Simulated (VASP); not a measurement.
BN (zincblende type): single point with PBEsol

The system is BN (zincblende type).

```xyz
2
Lattice="0.0000 1.5536 1.5536 1.5536 0.0000 1.5536 1.5536 1.5536 0.0000" Properties=species:S:1:pos:R:3 pbc="T T T"
B     0.0000    0.0000    0.0000
N     0.7768    0.7768    0.7768
```

This cell differs from its parent crystal: volume scaled by 0.64.

```
Program                : VASP 6.6.1
Task                   : single point
Functional             : PBEsol
Potentials or basis    : VASP PAW PBE potentials, release 64 (B, N)
Cutoff                 : 520 eV
k mesh                 : 17 × 17 × 17
Occupations            : fermi-dirac, width 0.08 eV
Spin                   : no spin polarisation
Dipole correction      : no
Further INCAR settings : ALGO = Normal; EDIFF = 1e-06; NBANDS = 11
```

* Pressure: 384.2 GPa
* Band gap on the k mesh: 4.72 eV, indirect (least direct gap 10.90 eV)

Levels at points of the mesh, in eV from the valence-band top:
| k point | band 2 | band 3 | band 4 | band 5 | band 6 | band 7 |
| --- | --- | --- | --- | --- | --- | --- |
| (0.00, 0.00, 0.00) | 0.00 | 0.00 | 0.00 | 10.90 | 10.90 | 10.90 |

Run time: 7.4 s on 1 thread of Intel(R) Xeon(R) Platinum 8488C (Sapphire Rapids), with other jobs on the host, peak memory 0.11 GiB.

Caveat: the PAW data sets were made with another functional, which shifts forces and pressure a little. A k mesh can miss the band edges.
